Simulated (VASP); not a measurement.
# Zr (Pm-3m) in VASP: notebook, part 2 of 2

VASP 6.6.1. Earlier steps stand in the parts before.

### Step 3. Relaxation of cell and atoms, PBE, target pressure 350 GPa, at which the enthalpy is minimised

This run uses another cell than the first one, of 9.79 Å³/atom.

Input file INCAR:

```
SYSTEM = Zr
ALGO = Normal
EDIFF = 1E-7
EDIFFG = -0.005
ENCUT = 600
GGA = PE
IBRION = 2
ISIF = 3
ISMEAR = -1
LASPH = .True.
LCHARG = .False.
LREAL = .False.
LWAVE = .False.
NELM = 80
NSW = 60
PREC = Accurate
PSTRESS = 3500.0
SIGMA = 0.1
```

Input file KPOINTS:

```
k-points
0
Gamma
  17 17 17
  0 0 0
```

Input file POSCAR:

```
Zr
1.0
    2.1394318345      0.0000000000      0.0000000000
    0.0000000000      2.1394318345      0.0000000000
    0.0000000000      0.0000000000      2.1394318345
Zr
1
Direct
    0.0000000000      0.0000000000      0.0000000000
```

Potentials or basis: VASP PAW PBE potentials, release 64 (Zr_sv).

Command:

```console
$ cat potpaw_PBE.64/Zr_sv/POTCAR > POTCAR
$ mpirun -np 1 vasp_std > vasp.out
```

OUTCAR:

```text
SYSTEM = Zr
   EDIFF = 1E-7
   EDIFFG = -0.005
   ENCUT = 600
   GGA = PE
   IBRION = 2
   ISIF = 3
   ISMEAR = -1
   LASPH = .True.
   LREAL = .False.
   NELM = 80
   NSW = 60
   PREC = Accurate
   PSTRESS = 3500.0

 ion  position               nearest neighbor table
   1  0.000  0.000  0.000-

  LATTYP: Found a simple cubic cell.
 ALAT       =     2.1394318345

  Lattice vectors:

 A1 = (   2.1394318345,   0.0000000000,   0.0000000000)
 A2 = (   0.0000000000,   2.1394318345,   0.0000000000)
 A3 = (   0.0000000000,   0.0000000000,   2.1394318345)

Analysis of symmetry for initial positions (statically):
=====================================================================
 Subroutine PRICEL returns:
 Original cell was already a primitive cell.

 Routine SETGRP: Setting up the symmetry group for a
 simple cubic supercell.

 Subroutine GETGRP returns: Found 48 space group operations
 (whereof 48 operations were pure point group operations)
 out of a pool of 48 trial point group operations.

The static configuration has the point symmetry O_h .

Analysis of symmetry for dynamics (positions and initial velocities):
=====================================================================
 Subroutine PRICEL returns:
 Original cell was already a primitive cell.

 Routine SETGRP: Setting up the symmetry group for a
 simple cubic supercell.

[... 336 lines left out ...]
--------------------------------------- Ionic step       13  -------------------------------------------

 number of electron      12.0000000 magnetization

 Free energy of the ion-electron system (eV)
  ---------------------------------------------------
  ext. energy  EPLUGINS =         0.00000000
  ---------------------------------------------------
  free energy    TOTEN  =        -0.40617259 eV

  energy without entropy =       -0.38686331  energy(sigma->0) =       -0.39651795

 E-fermi :  21.4834     XC(G=0): -15.3670

 val. band max:       21.4745976870   @ k =   0.4706   0.3529   0.0000
 cond. band min:      21.5092220606   @ k =   0.3529   0.1765   0.1765
 fundamental gap:      0.0346243736
 Fermi energy:        21.4834421619

 k-point     1 :       0.0000    0.0000    0.0000
  band No.  band energies     occupation
      1     -30.1754      2.00000
      2      -2.0868      2.00000
      3      -2.0868      2.00000
      4      -2.0868      2.00000
      5      15.4947      2.00000
      6      15.4947      2.00000
      7      17.6256      2.00000
      8      34.6965      0.00000
      9      34.6965      0.00000
     10      34.6965      0.00000
[... 287 lines left out ...]
 k-point    24 :       0.4706    0.1176    0.0000
  band No.  band energies     occupation
      1     -27.8769      2.00000
      2     -10.9972      2.00000
      3      -2.3662      2.00000
      4      -0.7835      2.00000
      5      18.8100      2.00000
      6      20.5085      1.99988
      7      23.0426      0.00000
      8      25.3406      0.00000
      9      28.8353      0.00000
     10      34.1522      0.00000

 [... further k-points ...]

------------------------ aborting loop because EDIFF is reached ----------------------------------------

  FORCE on cell =-STRESS in cart. coord.  units (eV):
  Direction    XX          YY          ZZ          XY          YZ          ZX
  --------------------------------------------------------------------------------------
  -------------------------------------------------------------------------------------
  Total       22.4398354     22.4398354     22.4398354     -0.0000000      0.0000000      0.0000000
  in kB     3500.4917404   3500.4917404   3500.4917404     -0.0000000      0.0000000      0.0000000
  external PRESSURE =       0.4917404 kB  Pullay stress =    3500.0000000 kB
[... 20 lines left out ...]
  energy  without entropy=       -0.3868633060  energy(sigma->0) =       -0.39651795

  enthalpy is  TOTEN    =        22.0305105041 eV   P V=       22.4366830949

 reached required accuracy - stopping structural energy minimisation
```

OSZICAR:

```text
N       E                     dE             d eps       ncg     rms          rms(c)
DAV:   1     0.112464750145E+03    0.11246E+03   -0.89497E+03  3342   0.151E+03
DAV:   2     0.380672692726E+01   -0.10866E+03   -0.10555E+03  3568   0.365E+02
DAV:   3     0.877421257194E+00   -0.29293E+01   -0.28372E+01  4212   0.533E+01
[... 95 lines left out ...]
       N       E                     dE             d eps       ncg     rms          rms(c)
DAV:   1    -0.406175711928E+00   -0.38766E-02   -0.93811E-05  4116   0.122E-01    0.484E-02
DAV:   2    -0.406172982491E+00    0.27294E-05   -0.60167E-06  3872   0.302E-02    0.148E-02
DAV:   3    -0.406172625325E+00    0.35717E-06   -0.28579E-06  4452   0.159E-02    0.372E-03
DAV:   4    -0.406172590788E+00    0.34537E-07   -0.38718E-08  2110   0.207E-03
  13 F= 0.22030511E+02 E0= 0.22040165E+02  d E =-.421082E-05
```

It took 3.3 min on 1 thread of AMD EPYC 7R13, shared host; peak memory 0.11 GiB.

Results:

```
Free energy                                                : -0.4062 eV
Relaxed volume                                             : 10.27 Å³/atom
Relaxed cell                                               : a = 2.174 Å, b = 2.174 Å, c = 2.174 Å, α = 90.00°, β = 90.00°, γ = 90.00°
Space group after relaxing (to 0.1 Å)                      : Pm-3m (No. 221)
Energy change on relaxing (the run minimises the enthalpy) : -1131.5 meV/atom
Ionic steps                                                : 13
Pressure after relaxing                                    : 350.0 GPa
Band gap on the k mesh                                     : zero (bands 6 and 7 overlap by 8.84 eV)
```

The path:
| step | energy change (eV) | largest force (eV/Å) | pressure (GPa) | volume (Å³) |
| --- | --- | --- | --- | --- |
| 1 | 0.0000 | 0.0000 | 409.63 | 9.79 |
| 2 | -7.0587 | 0.0000 | 69.53 | 15.92 |
| 3 | -1.4392 | 0.0000 | 333.82 | 10.41 |
| 4 | -1.1373 | 0.0000 | 349.70 | 10.27 |
| 5 | -1.1159 | 0.0000 | 350.82 | 10.26 |
| 6 | -1.1179 | 0.0000 | 350.75 | 10.26 |
| 7 | -1.1239 | 0.0000 | 350.47 | 10.27 |
| 8 | -1.1240 | 0.0000 | 350.41 | 10.27 |
| 9 | -1.1243 | 0.0000 | 350.41 | 10.27 |
| 10 | -1.1247 | 0.0000 | 350.39 | 10.27 |
| 11 | -1.1257 | 0.0000 | 350.33 | 10.27 |
| 12 | -1.1276 | 0.0000 | 350.24 | 10.27 |
| 13 | -1.1315 | 0.0000 | 350.05 | 10.27 |

Final structure:
```cif
data_structure
_symmetry_space_group_name_H-M 'P 1'
_symmetry_Int_Tables_number 1
_cell_length_a 2.1737
_cell_length_b 2.1737
_cell_length_c 2.1737
_cell_angle_alpha 90.000
_cell_angle_beta 90.000
_cell_angle_gamma 90.000
_cell_volume 10.27
loop_
_atom_site_label
_atom_site_type_symbol
_atom_site_fract_x
_atom_site_fract_y
_atom_site_fract_z
_atom_site_occupancy
Zr1 Zr 0.00000 0.00000 0.00000 1
```

Levels at points of the mesh, in eV from the Fermi level:
```
           k point  band 2  band 3  band 4  band 5  band 6  band 7  band 8  band 9  band 10
(0.00, 0.00, 0.00)  -23.57  -23.57  -23.57   -5.99   -5.99   -3.86   13.21   13.21    13.21
```

Caveat: the cell is relaxed towards a set pressure, so the run minimises the enthalpy, not the energy.

### Step 4. Relaxation of cell and atoms, PBE, target pressure 350 GPa, at which the enthalpy is minimised

Input file INCAR:

```
SYSTEM = Zr
PREC = Accurate ; ENCUT = 600
EDIFF = 1E-6 ; ISMEAR = -1
SIGMA = 0.1 ; LREAL = .False.
LASPH = .True. ; NELM = 100
ALGO = Normal ; ISIF = 3
LWAVE = .False. ; LCHARG = .False.
GGA = PE ; IBRION = 2
NSW = 32 ; EDIFFG = -0.005
PSTRESS = 3500.0
```

Input file KPOINTS:

```
Automatic mesh
0
Gamma
  17 17 17
  0 0 0
```

Input file POSCAR:

```
Zr
1.0
    2.1707195182      0.0000000000      0.0000000000
    0.0000000000      2.1707195182      0.0000000000
    0.0000000000      0.0000000000      2.1707195182
Zr
1
Direct
    0.0000000000      0.0000000000      0.0000000000
```

Command:

```console
$ cat potpaw_PBE.64/Zr_sv/POTCAR > POTCAR
$ mpirun -np 1 vasp_std > vasp.out
```

Run time: 74 s. Hardware: 1 thread of AMD EPYC 7R13, shared host; peak memory 0.11 GiB.

The run converged. Its results:

```yaml
Free_energy: -0.4059 eV
Relaxed_volume: 10.27 Å³/atom
Relaxed_cell: a = 2.174 Å, b = 2.174 Å, c = 2.174 Å, α = 90.00°, β = 90.00°, γ = 90.00°
Space_group_after_relaxing_to_0.1_Å: Pm-3m (No. 221)
Energy_change_on_relaxing_the_run_minimises_the_enthalpy: -92.0 meV/atom
Ionic_steps: 4
Pressure_after_relaxing: 350.0 GPa
Band_gap_on_the_k_mesh: zero (bands 6 and 7 overlap by 8.84 eV)
```

The path:
```tsv
step	energy change (eV)	largest force (eV/Å)	pressure (GPa)	volume (Å³)
1	0.0000	0.0000	354.95	10.23
2	-0.9748	0.0000	304.17	10.70
3	-0.0953	0.0000	349.82	10.27
4	-0.0920	0.0000	350.04	10.27
```

Final structure:
```
Zr
1.0
     2.17367    0.00000    0.00000
     0.00000    2.17367    0.00000
     0.00000    0.00000    2.17367
Zr
1
Direct
  0.00000 0.00000 0.00000
```

Levels at points of the mesh, in eV from the Fermi level:
```tsv
k point	band 3	band 4	band 5	band 6	band 7	band 8	band 9	band 10
(0.00, 0.00, 0.00)	-23.57	-23.57	-5.99	-5.99	-3.86	13.21	13.21	13.21
```

Caveat: the cell is relaxed towards a set pressure, so the run minimises the enthalpy, not the energy.

### Step 5. Summary

| task | cell | cutoff (eV) | gap on the mesh (eV) | pressure (GPa) |
| --- | --- | --- | --- | --- |
| single point | a = 2.171 Å, 1 atom | 520 | none | 355.0 |
| relaxation of cell and atoms | relaxed to 350 GPa from a = 2.139 Å, 1 atom | 600 | none | 350.0 |
| relaxation of cell and atoms | relaxed to 350 GPa from a = 2.171 Å, 1 atom | 600 | none | 350.0 |

Alike in all rows: level PBE; potentials or basis VASP PAW PBE potentials, release 64 (Zr_sv); no spin polarisation; k mesh 17 × 17 × 17; smearing fermi-dirac 0.1 eV.

Caveats: the cell is relaxed towards a set pressure, so the run minimises the enthalpy, not the energy (at least some runs); the cell stands under pressure (at least some runs).

Total energies depend on the potentials used, so only differences within one code and one set of settings carry meaning.
